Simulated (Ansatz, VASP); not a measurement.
**One calculation of KF, two programs**

The input INCAR:

```
  ALGO = Normal
  EDIFF = 1E-6
  ENCUT = 520
  GGA = PE
  ISIF = 2
  ISMEAR = 0
  LASPH = True
  LCHARG = False
  LREAL = False
  LWAVE = False
  NBANDS = 15
  NELM = 80
  PREC = Accurate
  SIGMA = 0.05
```

The input KPOINTS:

```
k-points
0
Gamma
  8 8 8
```

File POSCAR:

```
KF
1.0
    0.0000000000      2.7105354767      3.1171157982
    2.7105354767      0.0000000000      3.1171157982
    2.7105354767      2.7105354767      0.0000000000
K F
1 1
Direct
    0.0000000000      0.0000000000      0.0000000000
    0.5000000000      0.5000000000      0.5000000000
```

Input for Ansatz:

```yaml
crystal:
  lattice:
    - [0.0, 2.7105354767, 3.1171157982]
    - [2.7105354767, 0.0, 3.1171157982]
    - [2.7105354767, 2.7105354767, 0.0]
  atoms:
    - { symbol: K, position: [0.0, 0.0, 0.0] }
    - { symbol: F, position: [0.5, 0.5, 0.5] }
basis:
  ecutwfc: 520.0
kpoints:
  mp_grid: { grid: [8, 8, 8] }
hamiltonian:
  xc: pbe
scf:
  occupations: { method: gaussian, width: 0.05 }
output:
  forces: true
  stress: true
  eigenvalues: true
```

Change from the starting cell: normal strain along x +0.0000, normal strain along z +0.1500.

Alike in both runs: task single point; functional PBE; k mesh 8 × 8 × 8; occupations gaussian, width 0.05 eV; no spin polarisation.

```csv
,VASP,Ansatz
version,VASP 6.6.1,Ansatz 0.2.0
potentials or method,"VASP PAW PBE potentials, release 64 (K_sv, F), cutoff 520 eV","scalar-relativistic, plane waves, PAW"
valence electrons in the cell,16,16
```

|  | VASP | Ansatz | Ansatz less VASP |
| --- | --- | --- | --- |
| gap on the k mesh at the Fermi level (eV) | 5.25 | 5.26 | +0.013 |
| least direct gap on the mesh (eV) | 5.25 | 5.26 | +0.013 |
| pressure (GPa) | -2.1 | -2.1 | +0.03 |
| traceless stress, the component that is largest in VASP (GPa) | -1.21 | -1.12 | +0.084 |

The functional is the same, so the differences come from potentials, cutoffs and numerics.
